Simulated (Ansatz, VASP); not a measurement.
One calculation of TlCuI3, two programs

The input INCAR:

```
ALGO = Normal
EDIFF = 1E-6
ENCUT = 520
GGA = PE
ISIF = 2
ISMEAR = 0
LASPH = T
LCHARG = F
LREAL = F
LWAVE = F
NBANDS = 30
NELM = 60
PREC = Accurate
SIGMA = 0.1
```

File KPOINTS:

```
k-points
0
Gamma
  8 8 8
```

File POSCAR:

```
TlCuI3
1.0
    5.3150059034      0.0000000000      0.0000000000
    0.0000000000      5.3150059034      0.0000000000
    0.0000000000      0.0000000000      5.3150059034
Tl Cu I
1 1 3
Direct
    0.5000000000      0.5000000000      0.5000000000
    0.0000000000      0.0000000000      0.0000000000
    0.5000000000      0.0000000000      0.0000000000
    0.0000000000      0.5000000000      0.0000000000
    0.0000000000      0.0000000000      0.5000000000
```

Input for Ansatz:

```yaml
crystal:
  lattice:
    - [5.3150059034, 0.0, 0.0]
    - [0.0, 5.3150059034, 0.0]
    - [0.0, 0.0, 5.3150059034]
  atoms:
    - { symbol: Tl, position: [0.5, 0.5, 0.5] }
    - { symbol: Cu, position: [0.0, 0.0, 0.0] }
    - { symbol: I, position: [0.5, 0.0, 0.0] }
    - { symbol: I, position: [0.0, 0.5, 0.0] }
    - { symbol: I, position: [0.0, 0.0, 0.5] }
basis:
  ecutwfc: 420
kpoints:
  mp_grid: { grid: [8, 8, 8] }
hamiltonian:
  xc: pbe
scf:
  occupations: { method: gaussian, width: 0.1 }
output:
  forces: true
  stress: true
  eigenvalues: true
```

Alike in both runs: task single point; functional PBE; k mesh 8 × 8 × 8; occupations gaussian, width 0.1 eV; no spin polarisation.

|  | VASP | Ansatz |
| --- | --- | --- |
| version | VASP 6.6.1 | Ansatz 0.2.0 |
| potentials or method | VASP PAW PBE potentials, release 64 (Tl_d, Cu, I), cutoff 520 eV | scalar-relativistic, plane waves, PAW |
| valence electrons in the cell | 45 | 83 |

```tsv
	VASP	Ansatz	Ansatz less VASP
gap on the k mesh at the Fermi level (eV)	none	none	-
pressure (GPa)	4.5	4.5	+0.02
```

A gap of «none» marks a metal or a gap that the smearing closes. VASP's potentials hold 45 valence electrons a cell and Ansatz's 83, so a difference there can come from the potentials and not from the codes.

Spin-orbit coupling is off throughout.
